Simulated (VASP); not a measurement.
Write the native input for VASP 6.6.1 that does the following.

- Task: single point
- Functional: PBE
- Potentials or basis: VASP PAW PBE potentials, release 64 (Se)
- Cutoff: 520 eV
- k mesh: 15 × 15 × 15
- Occupations: fermi-dirac, width 0.08 eV
- Spin: no spin polarisation
- Dipole correction: no
- Further INCAR settings: ALGO = Normal; EDIFF = 1e-07; NBANDS = 9

The structure of Se lies in POSCAR:

```
Se
1.0
    2.7515013665      0.0000000000      0.0000000000
    0.0000000000      2.7515013665      0.0000000000
    0.0000000000      0.0000000000      2.7515013665
Se
1
Direct
    0.0000000000      0.0000000000      0.0000000000
```

This cell differs from its parent crystal: volume scaled by 0.92.

One way to write it, as run:

INCAR

```
PREC     = Accurate       # precision mode
ENCUT    = 520            # plane-wave cutoff, eV
EDIFF    = 1E-7           # SCF threshold, eV
ISMEAR   = -1             # smearing method
SIGMA    = 0.08           # smearing width, eV
LREAL    = False          # projectors in reciprocal space
LASPH    = True           # aspherical terms in the spheres
NELM     = 80             # most SCF steps
ALGO     = Normal         # electronic algorithm
ISIF     = 2              # what is computed and relaxed
LWAVE    = False          # write WAVECAR
LCHARG   = True           # write CHGCAR
GGA      = PE             # functional
LELF     = True           # ELF
LVHAR    = True         
NBANDS   = 9              # bands
```

KPOINTS

```
regular mesh
0
Gamma
  15 15 15
```

Potentials or basis: VASP PAW PBE potentials, release 64 (Se).

The run is started by

```console
$ cat potpaw_PBE.64/Se/POTCAR > POTCAR
$ mpirun -np 1 vasp_std > vasp.out
```

Results of the run:

The pressure is 7.2 GPa and the band gap on the k mesh is zero (band 3 reaches 8.84 eV, above the bottom of band 4 at 2.12 eV).

Wall time 18 s on 1 thread of Intel(R) Xeon(R) Platinum 8375C CPU @ 2.90GHz (Ice Lake) (shared host), peak memory 0.13 GiB.
